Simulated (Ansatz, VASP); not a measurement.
**LiF in VASP and in Ansatz**

```xyz
2
Lattice="0.0000 2.0405 2.0405 2.0405 0.0000 2.0405 2.0405 2.0405 0.0000" Properties=species:S:1:pos:R:3 pbc="T T T"
F     2.0405    2.0405    2.0405
Li    0.0000    0.0000    0.0000
```

Change from the starting cell: volume scaled by 1.04.

Alike in both runs: task single point; functional LDA; k mesh 11 × 11 × 11; occupations fermi-dirac, width 0.05 eV; no spin polarisation.

|  | VASP | Ansatz |
| --- | --- | --- |
| version | VASP 6.6.1 | Ansatz 0.2.0 |
| potentials or method | VASP PAW LDA potentials, release 64 (F, Li_sv), cutoff 520 eV | all-electron LAPW, scalar-relativistic |

VASP gave:

- gap on the k mesh at the Fermi level (eV): 8.49
- least direct gap on the mesh (eV): 8.49

Q: What did Ansatz give for the same quantities?

A: gap on the k mesh at the Fermi level (eV): 8.48; least direct gap on the mesh (eV): 8.48.

LDA's correlation is that of Perdew and Zunger in VASP and of Perdew and Wang (1992) in Ansatz. Ansatz ran all-electron here, and VASP with PAW potentials.

Noted on VASP's run: the cutoff is short for stress, so the pressure is rough.
